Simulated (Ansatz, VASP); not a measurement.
# LuH2 in VASP and in Ansatz

```xyz
3
Lattice="0.0252 2.5291 2.5291 2.5291 0.0252 2.5291 2.5291 2.5291 0.0252" Properties=species:S:1:pos:R:3 pbc="T T T"
Lu    0.0000    0.0000    0.0000
H     1.2708    1.2708    1.2708
H     3.8125    3.8125    3.8125
```

Change from the starting cell: equal xy, yz and zx shear strains of +1 %.

Alike in both runs: task single point; functional LDA; k mesh 8 × 8 × 8; occupations fermi-dirac, width 0.02 eV; no spin polarisation.

```csv
,VASP,Ansatz
version,VASP 6.6.1,Ansatz 0.2.0
potentials or method,"VASP PAW PBE potentials, release 64 (Lu, H), cutoff 520 eV","all-electron LAPW, scalar-relativistic"
```

|  | VASP | Ansatz | Ansatz less VASP |
| --- | --- | --- | --- |
| pressure (GPa) | -6.2 | -6.7 | -0.48 |
| traceless stress, the component that is largest in VASP (GPa) | -0.89 | -0.87 | +0.017 |
| rms of the force components (eV/Å) | 0.026 | 0.025 | -0.0009 |

VASP's potentials were made for PBE, not for LDA. LDA's correlation is that of Perdew and Zunger in VASP and of Perdew and Wang (1992) in Ansatz. Atom by atom the forces differ by 0.001 eV/Å (rms over components). Ansatz ran all-electron here, and VASP with PAW potentials.

Neither program's run includes spin-orbit coupling.
